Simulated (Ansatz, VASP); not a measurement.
**One calculation of KF, two programs**

File POSCAR:

```
KF
1.0
    2.9916352555      0.0000000000      0.0000000000
    0.0000000000      3.1788707423      0.0000000000
    0.0000000000      0.0000000000      3.1788707423
K F
1 1
Direct
    0.0000000000      0.0000000000      0.0000000000
    0.5000000000      0.5000000000      0.5000000000
```

File INCAR.step1:

```
SYSTEM = KF
PREC = Accurate ; ENCUT = 520
ISMEAR = 0 ; SIGMA = 0.01
LREAL = .False. ; LASPH = .True.
NELM = 80 ; NBANDS = 15
GGA = PE ; ALGO = Normal
EDIFF = 1E-4 ; LWAVE = .True.
LCHARG = .False.
```

INCAR.step2

```
SYSTEM = KF
PREC = Accurate ; ENCUT = 520
EDIFF = 1E-6 ; ISMEAR = 0
SIGMA = 0.01 ; LREAL = .False.
LASPH = .True. ; NELM = 80
ALGO = Normal ; ISIF = 2
LWAVE = .False. ; LCHARG = .False.
METAGGA = R2SCAN ; LMIXTAU = .True.
NBANDS = 15 ; ISTART = 1
```

Contents of KPOINTS:

```
regular mesh
0
Gamma
  8 8 8
  0 0 0
```

Input for Ansatz:

```yaml
crystal:
  lattice:
    - [2.9916352555, 0.0, 0.0]
    - [0.0, 3.1788707423, 0.0]
    - [0.0, 0.0, 3.1788707423]
  atoms:
    - { symbol: K, position: [0.0, 0.0, 0.0] }
    - { symbol: F, position: [0.5, 0.5, 0.5] }
kpoints:
  mp_grid: { grid: [8, 8, 8] }
  band_path:
    path:
      - [0.0, 0.0, 0.0]
      - [0.0, 0.5, 0.0]
      - [0.5, 0.5, 0.0]
      - [0.5, 0.5, 0.5]
      - [0.0, 0.5, 0.5]
    npoints: 1
hamiltonian:
  xc: r2scan
scf:
  occupations: { method: fixed }
  n_extra_bands: 4
output:
  forces: true
  stress: true
  eigenvalues: true
```

Change from the starting cell: uniaxial_x strain -5.9%.

Alike in both runs: task single point; functional r2SCAN; k mesh 8 × 8 × 8; no spin polarisation.

|  | VASP | Ansatz |
| --- | --- | --- |
| version | VASP 6.6.1 | Ansatz 0.2.0 |
| potentials or method | VASP PAW PBE potentials, release 64 (K_sv, F) | plane waves, PAW |
| plane-wave cutoff (eV) | 520 | 500 |
| occupations | gaussian, width 0.01 eV | fixed |
| valence electrons in the cell | 16 | 16 |

VASP gave:

```
gap on the k mesh at the Fermi level (eV)                     : 8.06
pressure (GPa)                                                : 3.1
traceless stress, the component that is largest in VASP (GPa) : 4.20
```

**Question.** Estimate Ansatz's values.

**Answer.** gap on the k mesh at the Fermi level (eV): 8.05; pressure (GPa): 3.1; traceless stress, the component that is largest in VASP (GPa): 4.18.

VASP's potentials were made for PBE, not for r2SCAN.
